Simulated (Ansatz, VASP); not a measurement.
# Sc in VASP and in Ansatz

Contents of INCAR:

```
SYSTEM = Sc
ALGO = Fast
EDIFF = 1E-6
ENCUT = 520
GGA = PE
ISIF = 2
ISMEAR = 0
LASPH = .TRUE.
LCHARG = .TRUE.
LELF = .TRUE.
LREAL = .FALSE.
LVHAR = .TRUE.
LWAVE = .FALSE.
NBANDS = 18
NELM = 80
PREC = Accurate
SIGMA = 0.15
```

The input KPOINTS:

```
k-points
0
G
  18 18 10
  0 0 0
```

Contents of POSCAR:

```
Sc
1.0
    3.3087978973      0.0000000000      0.0000000000
   -1.6543989486      2.8655030350      0.0000000000
    0.0000000000      0.0000000000      5.3601900000
Sc
2
Direct
    0.3333333333      0.6666666667      0.2500000000
    0.6666666667      0.3333333333      0.7500000000
```

Input for Ansatz:

```yaml
crystal:
  lattice:
    - [3.3087978973, 0.0, 0.0]
    - [-1.6543989486, 2.865503035, 0.0]
    - [0.0, 0.0, 5.36019]
  atoms:
    - { symbol: Sc, position: [0.3333333333, 0.6666666667, 0.25] }
    - { symbol: Sc, position: [0.6666666667, 0.3333333333, 0.75] }
basis:
  ecutwfc: 420
kpoints:
  mp_grid: { grid: [18, 18, 10] }
hamiltonian:
  xc: pbe
scf:
  occupations: { method: gaussian, width: 0.15 }
output:
  forces: true
  stress: true
  eigenvalues: true
```

Change from the starting cell: strain +0.0175 x Voigt [0, 0, 1, 0, 0, 0], atoms carried along.

Alike in both runs: task single point; functional PBE; k mesh 18 × 18 × 10; occupations gaussian, width 0.15 eV; no spin polarisation.

|  | VASP | Ansatz |
| --- | --- | --- |
| version | VASP 6.6.1 | Ansatz 0.2.0 |
| potentials or method | VASP PAW PBE potentials, release 64 (Sc_sv), cutoff 520 eV | scalar-relativistic, plane waves, PAW |
| valence electrons in the cell | 22 | 22 |

```tsv
	VASP	Ansatz	Ansatz less VASP
gap on the k mesh at the Fermi level (eV)	none	none	-
pressure (GPa)	-1.4	-1.4	-0.04
traceless stress, the component that is largest in VASP (GPa)	-1.74	-1.74	+0.002
```

A gap of «none» marks a metal or a gap that the smearing closes.
